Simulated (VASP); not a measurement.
# TiAl (P4/mmm) in VASP: further runs, part 2 of 2

VASP 6.6.1. Earlier steps stand in the parts before.

## Step 5: Single point, PBE (strain +0.080 along x and y, -0.080 along z)

The input, INCAR:

```
SYSTEM = TiAl
PREC = Accurate
ENCUT = 520
EDIFF = 1E-6
ISMEAR = 0
SIGMA = 0.15
LREAL = .False.
LASPH = .True.
NELM = 80
ALGO = Fast
ISIF = 2
LWAVE = .False.
LCHARG = .True.
GGA = PE
LELF = .True.
LVHAR = .True.
NBANDS = 14
```

The input, KPOINTS:

```
Automatic mesh
0
Gamma
  16 16 16
  0 0 0
```

The input, POSCAR:

```
TiAl
1.0
    3.4333891200      0.0000000000      0.0000000000
    0.0000000000      3.4333891200      0.0000000000
    0.0000000000      0.0000000000      2.9247388800
Ti Al
1 1
Direct
    0.0000000000      0.0000000000      0.0000000000
    0.5000000000      0.5000000000      0.5000000000
```

Potentials or basis: VASP PAW PBE potentials, release 64 (Ti_sv, Al).

Run with:

```
cat potpaw_PBE.64/Ti_sv/POTCAR potpaw_PBE.64/Al/POTCAR > POTCAR
mpirun -np 1 vasp_std > vasp.out
```

OUTCAR:

```text
SYSTEM = TiAl
   PREC = Accurate
   ENCUT = 520
   EDIFF = 1E-6
   ISMEAR = 0
   LREAL = .False.
   LASPH = .True.
   NELM = 80
   ISIF = 2
   GGA = PE

 ion  position               nearest neighbor table
   1  0.000  0.000  0.000-   2 2.83   2 2.83   2 2.83   2 2.83   2 2.83   2 2.83   2 2.83   2 2.83

   2  0.500  0.500  0.500-   1 2.83   1 2.83   1 2.83   1 2.83   1 2.83   1 2.83   1 2.83   1 2.83

  LATTYP: Found a simple tetragonal cell.
 ALAT       =     3.4333891200
 C/A-ratio  =     0.8518518519

  Lattice vectors:

 A1 = (   3.4333891200,   0.0000000000,   0.0000000000)
 A2 = (   0.0000000000,   3.4333891200,   0.0000000000)
 A3 = (   0.0000000000,   0.0000000000,   2.9247388800)

Analysis of symmetry for initial positions (statically):
=====================================================================
 Subroutine PRICEL returns:
 Original cell was already a primitive cell.

 Routine SETGRP: Setting up the symmetry group for a
 simple tetragonal supercell.

 Subroutine GETGRP returns: Found 16 space group operations
 (whereof 16 operations were pure point group operations)
 out of a pool of 16 trial point group operations.

The static configuration has the point symmetry D_4h.

Analysis of symmetry for dynamics (positions and initial velocities):
=====================================================================
 Subroutine PRICEL returns:
 Original cell was already a primitive cell.

 Routine SETGRP: Setting up the symmetry group for a
 simple tetragonal supercell.

 Subroutine GETGRP returns: Found 16 space group operations
 (whereof 16 operations were pure point group operations)
 out of a pool of 16 trial point group operations.

The dynamic configuration has the point symmetry D_4h.

 Subroutine INISYM returns: Found 16 space group operations
 (whereof 16 operations are pure point group operations),
 and found     1 'primitive' translations

----------------------------------------------------------------------------------------

                                     Primitive cell

[... 117 lines left out ...]
   AEXX    =    0.0000 exact exchange contribution
   IVDW    =     0    specifies the selected vdW correction
   LEPSILON=     F    determine dielectric tensor
   LRPA    =     F    only Hartree local field effects (RPA)
 non-spin polarized calculation
 RMM-DIIS sequential band-by-band and
 Gauss-broadening in eV      SIGMA  =   0.15
  energy-cutoff  :      520.00
  volume of cell :       34.48
 maximum number of plane-waves:       953
 NGX is ok and might be reduce to    28
   NGX = 13   NGY = 13   NGZ = 11

 number of electron      15.0000001 magnetization

 Free energy of the ion-electron system (eV)
  ---------------------------------------------------
  ext. energy  EPLUGINS =         0.00000000
  ---------------------------------------------------
  free energy    TOTEN  =       -12.11134541 eV

  energy without entropy =      -12.07923647  energy(sigma->0) =      -12.09529094

 E-fermi :   7.9580     XC(G=0): -10.7784

 val. band max:        7.9567414272   @ k =   0.4375   0.0000   0.3750
 cond. band min:       7.9598491428   @ k =   0.1875   0.1875   0.1875
 fundamental gap:      0.0031077156
 Fermi energy:         7.9579759108

 k-point     1 :       0.0000    0.0000    0.0000
  band No.  band energies     occupation
      1     -48.9841      2.00000
      2     -25.2574      2.00000
      3     -25.2574      2.00000
      4     -24.9941      2.00000
      5      -0.9346      2.00000
      6       6.5904      2.00000
      7       6.8104      2.00000
      8       9.1782      0.00000
      9      10.0715      0.00000
     10      10.0715      0.00000
     11      10.8070      0.00000
     12      10.8070      0.00000
     13      15.2810      0.00000
     14      15.5027      0.00000
[... 377 lines left out ...]
      1     -48.9779      2.00000
      2     -25.3350      2.00000
      3     -25.2615      2.00000
      4     -24.9882      2.00000
      5       1.7272      2.00000
      6       3.1623      2.00000
      7       7.2438      2.00000
      8       7.3561      2.00000
      9       9.3350      0.00000
     10      10.0702      0.00000
     11      10.2154      0.00000
     12      13.3462      0.00000
     13      14.5325      0.00000
     14      16.8253      0.00000

 [... further k-points ...]
[... 5 lines left out ...]
  --------------------------------------------------------------------------------------
  -------------------------------------------------------------------------------------
  Total       -1.1291655     -1.1291655     -1.2378437      0.0000000      0.0000000     -0.0000000
  in kB      -52.4728966    -52.4728966    -57.5232251      0.0000000      0.0000000     -0.0000000
  external PRESSURE =     -54.1563394 kB  Pullay stress =       0.0000000 kB

 VOLUME and BASIS-vectors are now :
 -----------------------------------------------------------------------------
  energy-cutoff  :      520.00
  volume of cell :       34.48
      direct lattice vectors                 reciprocal lattice vectors
     3.433389120  0.000000000  0.000000000     0.291257403  0.000000000  0.000000000
     0.000000000  3.433389120  0.000000000     0.000000000  0.291257403  0.000000000
     0.000000000  0.000000000  2.924738880     0.000000000  0.000000000  0.341910865

 POSITION                                       TOTAL-FORCE (eV/Angst)
 -----------------------------------------------------------------------------------
      0.00000      0.00000      0.00000         0.000000      0.000000      0.000000
      1.71669      1.71669      1.46237         0.000000      0.000000      0.000000
 -----------------------------------------------------------------------------------
    total drift:                               -0.000000     -0.000000     -0.000000

  FREE ENERGIE OF THE ION-ELECTRON SYSTEM (eV)
  ---------------------------------------------------
  free  energy   TOTEN  =       -12.1113454105 eV

  energy  without entropy=      -12.0792364658  energy(sigma->0) =      -12.09529094
```

OSZICAR:

```text
N       E                     dE             d eps       ncg     rms          rms(c)
DAV:   1     0.981517753017E+02    0.98152E+02   -0.70984E+03 11352   0.107E+03
DAV:   2    -0.810719056319E+01   -0.10626E+03   -0.10248E+03 11694   0.295E+02
DAV:   3    -0.136565012909E+02   -0.55493E+01   -0.53871E+01 17664   0.645E+01
[... 17 lines left out ...]
RMM:  21    -0.121113400008E+02   -0.29794E-05   -0.30259E-05 12515   0.206E-02    0.211E-03
RMM:  22    -0.121113421775E+02   -0.21767E-05   -0.22182E-05 11588   0.159E-02    0.160E-03
RMM:  23    -0.121113436036E+02   -0.14261E-05   -0.14706E-05 10556   0.134E-02    0.114E-03
RMM:  24    -0.121113446731E+02   -0.10695E-05   -0.11256E-05  9509   0.110E-02    0.114E-03
RMM:  25    -0.121113454105E+02   -0.73741E-06   -0.77331E-06  9939   0.104E-02
   1 F= -.12111345E+02 E0= -.12095291E+02  d E =-.321089E-01
```

stdout:

```text
POSCAR found type information on POSCAR TiAl
 POSCAR found :  2 types and       2 ions
 scaLAPACK will be used
 LDA part: xc-table for (Slater+PW92), standard interpolation
 POSCAR, INCAR and KPOINTS ok, starting setup
 FFT: planning ... GRIDC
 FFT: planning ... GRID_SOFT
 FFT: planning ... GRID
 WAVECAR not read
 entering main loop
WARNING in EDDRMM: call to ZHEGV failed, returncode =   6  3     10
WARNING in EDDRMM: call to ZHEGV failed, returncode =   8  4      9
WARNING in EDDRMM: call to ZHEGV failed, returncode =   8  4     14
WARNING in EDDRMM: call to ZHEGV failed, returncode =   8  4      4
WARNING in EDDRMM: call to ZHEGV failed, returncode =   6  3      5
WARNING in EDDRMM: call to ZHEGV failed, returncode =   6  3      5
WARNING in EDDRMM: call to ZHEGV failed, returncode =   8  4      5
WARNING in EDDRMM: call to ZHEGV failed, returncode =   8  4      5
```

It took 4.7 min on 1 thread of AMD EPYC 7R13 (Zen 3), shared host; peak memory 0.28 GiB.

What came out:

```yaml
Free_energy: -12.1113 eV
Pressure: -5.4 GPa
```

Stress tensor (GPa, compression positive):
```
-5.25  0.00  0.00
 0.00 -5.25  0.00
 0.00  0.00 -5.75
```

Caveat: the cell differs from its parent crystal (strain +0.080 along x and y, -0.080 along z).

## Step 6: Single point, PBE (strain +0.000 along x and y, +0.080 along z)

The input, INCAR:

```
SYSTEM = TiAl
PREC = Accurate
ENCUT = 520
EDIFF = 1E-7
ISMEAR = 0
SIGMA = 0.15
LREAL = .False.
LASPH = .True.
NELM = 60
ALGO = Fast
ISIF = 2
LWAVE = .False.
LCHARG = .False.
GGA = PE
NBANDS = 14
```

KPOINTS is that of step 5.

The input, POSCAR:

```
TiAl
1.0
    3.1790640000      0.0000000000      0.0000000000
    0.0000000000      3.1790640000      0.0000000000
    0.0000000000      0.0000000000      3.4333891200
Ti Al
1 1
Direct
    0.0000000000      0.0000000000      0.0000000000
    0.5000000000      0.5000000000      0.5000000000
```

Potentials or basis: VASP PAW PBE potentials, release 64 (Ti_sv, Al).

Run with:

```
cat potpaw_PBE.64/Ti_sv/POTCAR potpaw_PBE.64/Al/POTCAR > POTCAR
mpirun -np 1 vasp_std > vasp.out
```

OUTCAR:

```text
SYSTEM = TiAl
   PREC = Accurate
   ENCUT = 520
   EDIFF = 1E-7
   ISMEAR = 0
   LREAL = .False.
   LASPH = .True.
   NELM = 60
   ISIF = 2
   GGA = PE

 ion  position               nearest neighbor table
   1  0.000  0.000  0.000-   2 2.83   2 2.83   2 2.83   2 2.83   2 2.83   2 2.83   2 2.83   2 2.83

   2  0.500  0.500  0.500-   1 2.83   1 2.83   1 2.83   1 2.83   1 2.83   1 2.83   1 2.83   1 2.83

  LATTYP: Found a simple tetragonal cell.
 ALAT       =     3.1790640000
 C/A-ratio  =     1.0800000000

  Lattice vectors:

 A1 = (   3.1790640000,   0.0000000000,   0.0000000000)
 A2 = (   0.0000000000,   3.1790640000,   0.0000000000)
 A3 = (   0.0000000000,   0.0000000000,   3.4333891200)

Analysis of symmetry for initial positions (statically):
=====================================================================
 Subroutine PRICEL returns:
 Original cell was already a primitive cell.

 Routine SETGRP: Setting up the symmetry group for a
 simple tetragonal supercell.

 Subroutine GETGRP returns: Found 16 space group operations
 (whereof 16 operations were pure point group operations)
 out of a pool of 16 trial point group operations.

[... 179 lines left out ...]
      7       6.7890      2.00000
      8       9.5233      0.00000
      9       9.5233      0.00000
     10       9.8571      0.00000
     11      10.7932      0.00000
     12      12.7261      0.00000
     13      12.7261      0.00000
     14      16.3623      0.00000
[... 377 lines left out ...]
      1     -49.0507      2.00000
      2     -25.3974      2.00000
      3     -25.3104      2.00000
      4     -25.2480      2.00000
      5       2.4177      2.00000
      6       3.3308      2.00000
      7       7.6574      1.99150
      8       7.6847      1.98238
      9       8.0851      0.16120
     10       9.4653      0.00000
     11      10.8808      0.00000
     12      14.2757      0.00000
     13      16.0165      0.00000
     14      16.0858      0.00000

 [... further k-points ...]

------------------------ aborting loop because EDIFF is reached ----------------------------------------

  FORCE on cell =-STRESS in cart. coord.  units (eV):
  Direction    XX          YY          ZZ          XY          YZ          ZX
  --------------------------------------------------------------------------------------
  -------------------------------------------------------------------------------------
  Total       -1.8372602     -1.8372602     -0.6679620      0.0000000     -0.0000000      0.0000000
  in kB      -84.8319929    -84.8319929    -30.8418735      0.0000000     -0.0000000      0.0000000
  external PRESSURE =     -66.8352865 kB  Pullay stress =       0.0000000 kB

 VOLUME and BASIS-vectors are now :
 -----------------------------------------------------------------------------
  energy-cutoff  :      520.00
  volume of cell :       34.70
      direct lattice vectors                 reciprocal lattice vectors
     3.179064000  0.000000000  0.000000000     0.314557996  0.000000000  0.000000000
     0.000000000  3.179064000  0.000000000     0.000000000  0.314557996  0.000000000
     0.000000000  0.000000000  3.433389120     0.000000000  0.000000000  0.291257403

 POSITION                                       TOTAL-FORCE (eV/Angst)
 -----------------------------------------------------------------------------------
      0.00000      0.00000      0.00000         0.000000      0.000000      0.000000
      1.58953      1.58953      1.71669         0.000000      0.000000      0.000000
 -----------------------------------------------------------------------------------
    total drift:                                0.000000      0.000000      0.000000

  FREE ENERGIE OF THE ION-ELECTRON SYSTEM (eV)
  ---------------------------------------------------
  free  energy   TOTEN  =       -12.1008738623 eV

  energy  without entropy=      -12.0685594063  energy(sigma->0) =      -12.08471663
```

OSZICAR:

```text
N       E                     dE             d eps       ncg     rms          rms(c)
DAV:   1     0.987320605823E+02    0.98732E+02   -0.70671E+03 11346   0.107E+03
DAV:   2    -0.810344072470E+01   -0.10684E+03   -0.10307E+03 11604   0.298E+02
DAV:   3    -0.136832656645E+02   -0.55798E+01   -0.54028E+01 17478   0.648E+01
[... 23 lines left out ...]
RMM:  27    -0.121008731910E+02   -0.35263E-06   -0.37275E-06 10644   0.552E-03    0.779E-04
RMM:  28    -0.121008734967E+02   -0.30563E-06   -0.33670E-06 11092   0.504E-03    0.518E-04
RMM:  29    -0.121008736542E+02   -0.15756E-06   -0.18373E-06  9293   0.438E-03    0.588E-04
RMM:  30    -0.121008737973E+02   -0.14311E-06   -0.17579E-06  9622   0.404E-03    0.404E-04
RMM:  31    -0.121008738623E+02   -0.64944E-07   -0.94215E-07 10382   0.382E-03
   1 F= -.12100874E+02 E0= -.12084717E+02  d E =-.323145E-01
```

stdout:

```text
POSCAR found type information on POSCAR TiAl
 POSCAR found :  2 types and       2 ions
 scaLAPACK will be used
 LDA part: xc-table for (Slater+PW92), standard interpolation
 POSCAR, INCAR and KPOINTS ok, starting setup
[... 45 lines left out ...]
WARNING in EDDRMM: call to ZHEGV failed, returncode =   6  3     14
 num prob WARNING in EDDRMM: call to ZHEGV failed, returncode =   6  3      5
 num prob  num prob WARNING in EDDRMM: call to ZHEGV failed, returncode =   6  3     13
 num prob RMM:  29    -0.121008736542E+02   -0.15756E-06   -0.18373E-06  9293   0.438E-03    0.588E-04
 num prob WARNING in EDDRMM: call to ZHEGV failed, returncode =   6  3     13
WARNING in EDDRMM: call to ZHEGV failed, returncode =   8  4     10
 num prob  num prob WARNING in EDDRMM: call to ZHEGV failed, returncode =   8  4      6
WARNING in EDDRMM: call to ZHEGV failed, returncode =   6  3      5
WARNING in EDDRMM: call to ZHEGV failed, returncode =   8  4      5
WARNING in EDDRMM: call to ZHEGV failed, returncode =   8  4      5
```

It took 4.8 min on 1 thread of AMD EPYC 7R13 (Zen 3), shared host; peak memory 0.28 GiB.

Results:

```yaml
Free_energy: -12.1009 eV
Pressure: -6.7 GPa
```

Stress tensor (GPa, compression positive):
```
-8.48  0.00  0.00
 0.00 -8.48  0.00
 0.00  0.00 -3.08
```

Caveat: the cell differs from its parent crystal (strain +0.000 along x and y, +0.080 along z).

## Step 7: The runs side by side

```csv
cell,further INCAR settings,gap on the mesh (eV),pressure (GPa)
"a = 2.925, b = 2.925, c = 3.306 Å, 2 atoms",ALGO = Fast; EDIFF = 1e-06; NBANDS = 14,none,19.7
"a = 2.925, b = 2.925, c = 3.433 Å, 2 atoms",ALGO = Fast; EDIFF = 1e-06; NBANDS = 14,none,13.3
"a = 3.179, b = 3.179, c = 2.925 Å, 2 atoms",ALGO = Fast; EDIFF = 1e-06; NBANDS = 14,none,12.3
"a = 3.433, b = 3.433, c = 2.925 Å, 2 atoms",ALGO = Fast; EDIFF = 1e-06; NBANDS = 14,none,-5.4
"a = 3.179, b = 3.179, c = 3.433 Å, 2 atoms",ALGO = Fast; EDIFF = 1e-07; NBANDS = 14,none,-6.7
```

Alike in all rows: task single point; level PBE; potentials or basis VASP PAW PBE potentials, release 64 (Ti_sv, Al); no spin polarisation; k mesh 16 × 16 × 16; cutoff (eV) 520; smearing gaussian 0.15 eV.

Total energies depend on the potentials used, so only differences within one code and one set of settings carry meaning.
